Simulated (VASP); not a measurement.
# Rh in VASP: further runs, part 2 of 2

VASP 6.6.1.

### 4 Single point, PBEsol

This run uses another cell than the first one, of 13.50 Å³/atom, 1.106 times its volume.

File INCAR:

```
ALGO = Fast
EDIFF = 1E-7
ENCUT = 520
GGA = PS
ISIF = 2
ISMEAR = 0
ISYM = 0
LASPH = T
LCHARG = F
LREAL = F
LWAVE = F
NBANDS = 14
NELM = 100
PREC = Accurate
SIGMA = 0.1
```

File KPOINTS:

```
k-points
0
Gamma
  15 15 16
```

File POSCAR:

```
Rh
1.0
    2.6728587958      0.0000000000      0.0000000000
   -1.3364293979      2.3147636179      0.0000000000
    1.3364293979      0.7715878726      2.1823800681
Rh
1
Direct
    0.0000000000      0.0000000000      0.0000000000
```

Run with:

```sh
$ cat potpaw_PBE.64/Rh_pv/POTCAR > POTCAR
$ mpirun -np 1 vasp_std > vasp.out
```

Run time: 4.2 min. Hardware: 1 thread of Intel Xeon Platinum 8259CL at 2.50GHz (Skylake/Cascade Lake), shared host; peak memory 0.39 GiB.

Results (log left out):

| Item | Value |
| --- | --- |
| Free energy | -8.1413 eV |
| Pressure | -0.1 GPa |

Levels at points of the mesh, in eV from the Fermi level:
| k point | band 3 | band 4 | band 5 | band 6 | band 7 | band 8 | band 9 | band 10 | band 11 | band 12 |
| --- | --- | --- | --- | --- | --- | --- | --- | --- | --- | --- |
| (0.00, 0.00, 0.00) | -46.38 | -8.20 | -3.20 | -3.20 | -3.19 | -1.02 | -1.02 | 15.91 | 20.29 | 21.46 |
| (0.00, 0.00, 0.50) | -46.49 | -6.33 | -3.27 | -3.27 | 0.59 | 0.59 | 0.62 | 8.77 | 15.42 | 20.30 |

Caveat: the PAW data sets were made with another functional, which shifts forces and pressure a little.

### 5 Single point, PBEsol

This run uses another cell than the first one, of 13.50 Å³/atom, 1.106 times its volume.

File INCAR:

```
  ALGO = Normal
  EDIFF = 1E-6
  ENCUT = 520
  GGA = PS
  ISIF = 2
  ISMEAR = 0
  LASPH = T
  LCHARG = T
  LELF = T
  LREAL = F
  LVHAR = T
  LWAVE = F
  NBANDS = 14
  NELM = 100
  PREC = Accurate
  SIGMA = 0.15
```

File KPOINTS:

```
k-points
0
Gamma
  28 28 28
```

File POSCAR:

```
Rh
1.0
    0.0000000000      1.8899965797      1.8899965797
    1.8899965797      0.0000000000      1.8899965797
    1.8899965797      1.8899965797      0.0000000000
Rh
1
Direct
    0.0000000000      0.0000000000      0.0000000000
```

Potentials or basis: VASP PAW PBE potentials, release 64 (Rh_pv).

Run with:

```sh
$ cat potpaw_PBE.64/Rh_pv/POTCAR > POTCAR
$ mpirun -np 1 vasp_std > vasp.out
```

OUTCAR:

```text
EDIFF = 1E-6
   ENCUT = 520
   GGA = PS
   ISIF = 2
   ISMEAR = 0
   LASPH = T
   LREAL = F
   NELM = 100
   PREC = Accurate

 ion  position               nearest neighbor table
   1  0.000  0.000  0.000-

  LATTYP: Found a face centered cubic cell.
 ALAT       =     3.7799931594

  Lattice vectors:

 A1 = (   0.0000000000,   1.8899965797,   1.8899965797)
 A2 = (   1.8899965797,   0.0000000000,   1.8899965797)
 A3 = (   1.8899965797,   1.8899965797,   0.0000000000)

Analysis of symmetry for initial positions (statically):
[... 585 lines left out ...]

 [... further k-points ...]

------------------------ aborting loop because EDIFF is reached ----------------------------------------

  FORCE on cell =-STRESS in cart. coord.  units (eV):
  Direction    XX          YY          ZZ          XY          YZ          ZX
  --------------------------------------------------------------------------------------
  -------------------------------------------------------------------------------------
  Total       -0.0013384     -0.0013384     -0.0013384      0.0000000      0.0000000      0.0000000
  in kB       -0.1588081     -0.1588081     -0.1588081      0.0000000      0.0000000      0.0000000
  external PRESSURE =      -0.1588081 kB  Pullay stress =       0.0000000 kB

 VOLUME and BASIS-vectors are now :
 -----------------------------------------------------------------------------
  energy-cutoff  :      520.00
  volume of cell :       13.50
      direct lattice vectors                 reciprocal lattice vectors
     0.000000000  1.889996580  1.889996580    -0.264550743  0.264550743  0.264550743
     1.889996580  0.000000000  1.889996580     0.264550743 -0.264550743  0.264550743
     1.889996580  1.889996580  0.000000000     0.264550743  0.264550743 -0.264550743

 POSITION                                       TOTAL-FORCE (eV/Angst)
 -----------------------------------------------------------------------------------
      0.00000      0.00000      0.00000        -0.000000     -0.000000     -0.000000
 -----------------------------------------------------------------------------------
    total drift:                                0.000000      0.000000      0.000000

  FREE ENERGIE OF THE ION-ELECTRON SYSTEM (eV)
  ---------------------------------------------------
  free  energy   TOTEN  =        -8.1451661786 eV

  energy  without entropy=       -8.1309945854  energy(sigma->0) =       -8.13808038
```

OSZICAR:

```text
N       E                     dE             d eps       ncg     rms          rms(c)
DAV:   1     0.119457885133E+03    0.11946E+03   -0.87195E+03 17520   0.115E+03
DAV:   2    -0.722495623221E+01   -0.12668E+03   -0.12115E+03 19482   0.342E+02
DAV:   3    -0.877093876842E+01   -0.15460E+01   -0.15436E+01 20652   0.415E+01
DAV:   4    -0.877646089970E+01   -0.55221E-02   -0.55219E-02 20232   0.255E+00
DAV:   5    -0.877650790476E+01   -0.47005E-04   -0.47006E-04 20358   0.207E-01    0.115E+01
DAV:   6    -0.817252135193E+01    0.60399E+00   -0.98918E-01 18420   0.138E+01    0.364E+00
DAV:   7    -0.815009833340E+01    0.22423E-01   -0.22161E-02 20190   0.183E+00    0.165E+00
DAV:   8    -0.814540860638E+01    0.46897E-02   -0.46975E-03 18390   0.944E-01    0.250E-01
DAV:   9    -0.814516101433E+01    0.24759E-03   -0.19633E-04 18354   0.199E-01    0.262E-02
DAV:  10    -0.814516594950E+01   -0.49352E-05   -0.24608E-06 19612   0.180E-02    0.564E-03
DAV:  11    -0.814516617864E+01   -0.22913E-06   -0.43910E-07  9438   0.934E-03
   1 F= -.81451662E+01 E0= -.81380804E+01  d E =-.141716E-01
```

stdout:

```text
POSCAR found type information on POSCAR Rh
 POSCAR found :  1 types and       1 ions
 scaLAPACK will be used
 -----------------------------------------------------------------------------
|                                                                             |
|                                                                             |
|     You enforced a specific xc type in the INCAR file but a different       |
|     I HOPE YOU KNOW WHAT YOU ARE DOING!                                     |
|                                                                             |
 -----------------------------------------------------------------------------

 LDA part: xc-table for (Slater+PW92), standard interpolation
 POSCAR, INCAR and KPOINTS ok, starting setup
 FFT: planning ... GRIDC
 FFT: planning ... GRID_SOFT
 FFT: planning ... GRID
 WAVECAR not read
 entering main loop
```

Wall time 72 s (1 thread of Intel Xeon Platinum 8259CL at 2.50GHz (Skylake/Cascade Lake), shared host); peak memory 0.22 GiB.

Results:

| Item | Value |
| --- | --- |
| Free energy | -8.1452 eV |
| Pressure | 0.0 GPa |

Caveat: the PAW data sets were made with another functional, which shifts forces and pressure a little.

### 6 Single point, PBEsol

This run uses another cell than the first one: it holds 2 atoms, not 1.

File INCAR:

```
SYSTEM = Rh
PREC     = Accurate       ! precision mode
ENCUT    = 520            ! plane-wave cutoff, eV
EDIFF    = 1E-6           ! SCF threshold, eV
ISMEAR   = 0              ! smearing method
SIGMA    = 0.15           ! smearing width, eV
LREAL    = .False.        ! projectors in reciprocal space
LASPH    = .True.         ! aspherical terms in the spheres
NELM     = 60             ! most SCF steps
ALGO     = Fast           ! electronic algorithm
ISIF     = 2              ! what is computed and relaxed
LWAVE    = .False.        ! write WAVECAR
LCHARG   = .False.        ! write CHGCAR
GGA      = PS             ! functional
NBANDS   = 22             ! bands
```

File KPOINTS:

```
regular mesh
0
Gamma
  22 22 16
  0 0 0
```

File POSCAR:

```
Rh
1.0
    0.0000000000     -1.8899965797     -1.8899965797
    0.0000000000      1.8899965797     -1.8899965797
    3.7799931594      0.0000000000      0.0000000000
Rh
2
Direct
    0.5000000000      0.5000000000      0.5000000000
    0.0000000000      0.0000000000      0.0000000000
```

Potentials or basis: VASP PAW PBE potentials, release 64 (Rh_pv).

Run with:

```sh
$ cat potpaw_PBE.64/Rh_pv/POTCAR > POTCAR
$ mpirun -np 1 vasp_std > vasp.out
```

It took 4.4 min on 1 thread of Intel Xeon Platinum 8259CL at 2.50GHz (Skylake/Cascade Lake), shared host; peak memory 0.4 GiB.

The run converged. Its results:

```yaml
Free_energy: -16.2904 eV
Pressure: 0.0 GPa
Band_gap_on_the_k_mesh: zero (band 15 reaches 13.12 eV, above the bottom of band 16 at 10.57 eV)
```

Levels at points of the mesh, in eV from the Fermi level:
```csv
k point,band 11,band 12,band 13,band 14,band 15,band 16,band 17,band 18,band 19,band 20
"(0.00, 0.00, 0.00)",-3.18,-3.18,-1.01,-1.01,0.58,1.03,1.03,3.20,12.46,13.34
"(0.50, 0.00, 0.00)",-3.59,-3.59,-1.95,-1.95,-1.14,-1.14,3.12,3.12,13.42,13.42
"(0.50, 0.50, 0.00)",0.58,0.58,1.03,1.03,1.03,1.03,3.20,3.20,12.46,12.46
"(0.00, 0.00, 0.50)",-2.00,-2.00,-1.51,-1.51,-1.51,-1.51,-0.26,-0.26,18.45,18.45
"(0.50, 0.00, 0.50)",-3.26,-3.26,0.60,0.60,0.60,0.60,0.63,0.63,8.78,8.78
"(0.50, 0.50, 0.50)",-3.93,-3.93,-1.24,-1.24,1.03,1.03,9.70,9.70,9.70,9.70
```

Caveat: the PAW data sets were made with another functional, which shifts forces and pressure a little.

### 7 The runs side by side

| cell | k mesh | cutoff (eV) | smearing | gap on the mesh (eV) | pressure (GPa) |
| --- | --- | --- | --- | --- | --- |
| a = 2.578, b = 2.578, c = 2.598 Å, angles 59.7, 59.7, 60.5°, 1 atom | 18 × 18 × 18 | 520 | gaussian 0.1 eV | none | 38.4 |
| a = 2.689 Å, angles 60.0°, 1 atom | 8 × 8 × 8 | 500 | gaussian 0.1 eV | none | -4.3 |
| a = 2.673 Å, angles 90.0, 60.0, 120.0°, 1 atom | 15 × 15 × 16 | 520 | gaussian 0.1 eV | none | -0.1 |
| a = 2.673 Å, angles 60.0°, 1 atom | 28 × 28 × 28 | 520 | gaussian 0.15 eV | none | 0.0 |
| a = 2.673, b = 2.673, c = 3.780 Å, 2 atoms | 22 × 22 × 16 | 520 | gaussian 0.15 eV | none | 0.0 |

Alike in all rows: task single point; level PBEsol; potentials or basis VASP PAW PBE potentials, release 64 (Rh_pv); no spin polarisation.

Caveats: the PAW data sets were made with another functional, which shifts forces and pressure a little.

Total energies depend on the potentials used, so only differences within one code and one set of settings carry meaning.
